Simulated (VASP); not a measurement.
Write the native input for VASP 6.6.1 that does the following.

| Property | Result |
| --- | --- |
| Task | single point |
| Functional | PBE |
| Potentials or basis | VASP PAW PBE potentials, release 64 (Zn, Cd, Se) |
| Cutoff | 520 eV |
| k mesh | 6 × 6 × 1 |
| Occupations | gaussian, width 0.1 eV |
| Spin | no spin polarisation |
| Dipole correction | no |
| Further INCAR settings | ALGO = Normal; EDIFF = 1e-06; NBANDS = 66 |

The structure of ZnCd2Se3 lies in POSCAR:

```
ZnCd2Se3
1.0
    4.2620253000      0.0000000000      0.0000000000
   -2.1310126000      3.6910221000      0.0000000000
    0.0000000000      0.0000000000     21.0884345000
Zn Cd Se
2 4 6
Direct
    0.3333333000      0.6666667000      0.6680060000
    0.6666667000      0.3333333000      0.1680060000
    0.3333333000      0.6666667000      0.0062530000
    0.3333333000      0.6666667000      0.3324610000
    0.6666667000      0.3333333000      0.5062530000
    0.6666667000      0.3333333000      0.8324610000
    0.3333333000      0.6666667000      0.1333440000
    0.3333333000      0.6666667000      0.4591140000
    0.3333333000      0.6666667000      0.7858210000
    0.6666667000      0.3333333000      0.2858210000
    0.6666667000      0.3333333000      0.6333440000
    0.6666667000      0.3333333000      0.9591140000
```

One way to write it, as run:

INCAR

```
SYSTEM = ZnCd2Se3
PREC = Accurate ; ENCUT = 520
EDIFF = 1E-6 ; ISMEAR = 0
SIGMA = 0.1 ; LREAL = .False.
LASPH = .True. ; NELM = 80
ALGO = Normal ; ISIF = 2
LWAVE = .False. ; LCHARG = .False.
GGA = PE ; NBANDS = 66
```

KPOINTS

```
Automatic mesh
0
Gamma
  6 6 1
  0 0 0
```

Potentials or basis: VASP PAW PBE potentials, release 64 (Zn, Cd, Se).

Command:

```console
$ cat potpaw_PBE.64/Zn/POTCAR potpaw_PBE.64/Cd/POTCAR potpaw_PBE.64/Se/POTCAR > POTCAR
$ mpirun -np 1 vasp_std > vasp.out
```

It gave:

```
Pressure               : 0.3 GPa
Largest force          : 0.015 eV/Å
Band gap on the k mesh : 0.58 eV
```

Run time: 2.6 min on 1 thread of Intel(R) Xeon(R) Platinum 8375C CPU @ 2.90GHz (Ice Lake), with other jobs on the host, peak memory 0.48 GiB.
